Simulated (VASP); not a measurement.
Set up this calculation in VASP 6.6.1, as the native input.

- Task: single point
- Functional: LDA
- Potentials or basis: VASP PAW LDA potentials, release 64 (O, Co)
- Cutoff: 520 eV
- k mesh: 3 × 3 × 3
- Occupations: fermi-dirac, width 0.03 eV
- Spin: non-collinear spin, typed start
- Dipole correction: no
- Further INCAR settings: ALGO = Normal; EDIFF = 1e-06; NBANDS = 78

The structure of CoO lies in POSCAR:

```
CoO
1.0
    4.2580000000      0.0000000000      0.0000000000
    0.0000000000      4.2580000000      0.0000000000
    0.0000000000      0.0000000000      4.2580000000
O Co
4 4
Direct
    0.0000000000      0.0000000000      0.5000000000
    0.0000000000      0.5000000000      0.0000000000
    0.5000000000      0.0000000000      0.0000000000
    0.5000000000      0.5000000000      0.5000000000
    0.0000000000      0.0000000000      0.0000000000
    0.0000000000      0.5000000000      0.5000000000
    0.5000000000      0.0000000000      0.5000000000
    0.5000000000      0.5000000000      0.0000000000
```

One way to write it, as run:

INCAR

```
ALGO     = Normal         # electronic algorithm
EDIFF    = 1E-6           # SCF threshold, eV
ENCUT    = 520            # plane-wave cutoff, eV
ISIF     = 2              # what is computed and relaxed
ISMEAR   = -1             # smearing method
LASPH    = True           # aspherical terms in the spheres
LCHARG   = False          # write CHGCAR
LMAXMIX  = 4              # l up to which the mixer works
LNONCOLLINEAR= True           # non-collinear magnetism
LORBIT   = 11             # projections on sites
LREAL    = False          # projectors in reciprocal space
LWAVE    = False          # write WAVECAR
MAGMOM   = 0 0 0 0 0 0 0 0 0 0 0 0 -0.298 -0.554 2.933 0.541 -1.717 -2.4 -2.666 0.114 -1.372 -2.709 1.274 0.201 # initial moments
NBANDS   = 78             # bands
NELM     = 150            # most SCF steps
PREC     = Accurate       # precision mode
SIGMA    = 0.03           # smearing width, eV
```

KPOINTS

```
k-points
0
Gamma
  3 3 3
```

Potentials or basis: VASP PAW LDA potentials, release 64 (O, Co).

The run is started by

```sh
$ cat potpaw_LDA.64/O/POTCAR potpaw_LDA.64/Co/POTCAR > POTCAR
$ mpirun -np 1 vasp_ncl > vasp.out
```

It gave:

| Item | Value |
| --- | --- |
| Pressure | -20.3 GPa |
| Band gap on the k mesh | zero (band 60 reaches 7.73 eV, above the bottom of band 61 at 7.42 eV) |
| Net moment | 1.04 μB per cell |
| Valence electrons inside the program's atomic spheres | O 4.92, 4.93; Co 7.85, 7.84 |

Caveat: the k points lie up to 0.49 Å⁻¹ apart; semilocal functionals often make such compounds metallic where correlation or magnetic order opens a gap, which also shifts bond lengths.

Wall time 12 min on 1 thread of Intel(R) Xeon(R) 6975P-C (Granite Rapids), on a shared host, peak memory 0.33 GiB.
